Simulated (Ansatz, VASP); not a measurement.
# Two plane-wave programs on B

```xyz
1
Lattice="-1.1789 1.1789 1.1789 1.1789 -1.1789 1.1789 1.1789 1.1789 -1.1789" Properties=species:S:1:pos:R:3 pbc="T T T"
B     0.0000    0.0000    0.0000
```

Alike in both runs: task relaxation of cell and atoms; functional r2SCAN; k mesh 18 × 18 × 18; occupations fermi-dirac, width 0.1 eV; no spin polarisation.

|  | VASP | Ansatz |
| --- | --- | --- |
| version | VASP 6.6.1 | Ansatz 0.2.0 |
| potentials or method | VASP PAW PBE potentials, release 64 (B), cutoff 600 eV | plane waves (500 eV) with PAW, scalar-relativistic |
| valence electrons in the cell | 3 | 3 |

```csv
,VASP,Ansatz,Ansatz less VASP
relaxed volume (Å³/atom),6.03,6.04,+0.010
relaxed cell length with the largest relative difference (Å),1.986,1.987,+0.0011
```

VASP's potentials were made for PBE, not for r2SCAN.
